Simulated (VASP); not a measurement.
A run of VASP 6.6.1:

POSCAR

```
GaSb
1.0
    0.0000000000      3.0479900011      3.0479900011
    3.0479900011      0.0000000000      3.0479900011
    3.0479900011      3.0479900011      0.0000000000
Ga Sb
1 1
Direct
    0.0000000000      0.0000000000      0.0000000000
    0.7500000000      0.7500000000      0.7500000000
```

Contents of INCAR.step1:

```
PREC = Accurate ; ENCUT = 520
ISMEAR = 0 ; SIGMA = 0.01
LREAL = False ; LASPH = True
NELM = 60 ; NBANDS = 16
GGA = PE ; ALGO = Normal
EDIFF = 1E-4 ; LWAVE = True
LCHARG = False
```

The input INCAR.step2:

```
PREC = Accurate ; ENCUT = 520
EDIFF = 1E-7 ; ISMEAR = 0
SIGMA = 0.01 ; LREAL = False
LASPH = True ; NELM = 60
ALGO = Normal ; ISIF = 2
LWAVE = False ; LCHARG = False
METAGGA = R2SCAN ; LMIXTAU = True
NBANDS = 16 ; ISTART = 1
```

KPOINTS

```
Automatic mesh
0
Gamma
  8 8 8
```

Potentials or basis: VASP PAW PBE potentials, release 64 (Ga_d, Sb).

Launch:

```sh
$ cat potpaw_PBE.64/Ga_d/POTCAR potpaw_PBE.64/Sb/POTCAR > POTCAR
$ cp INCAR.step1 INCAR
$ mpirun -np 1 vasp_std > vasp.out
$ cp INCAR.step2 INCAR
$ mpirun -np 1 vasp_std > vasp.out
```

Hardware: 1 thread of Intel(R) Xeon(R) Platinum 8124M CPU @ 3.00GHz (Skylake/Cascade Lake) (shared host).

How long does it take, and how much memory?

It took 58 s on 1 thread of Intel(R) Xeon(R) Platinum 8124M CPU @ 3.00GHz (Skylake/Cascade Lake) (shared host), peak memory 0.2 GiB. Counts: k points 29.
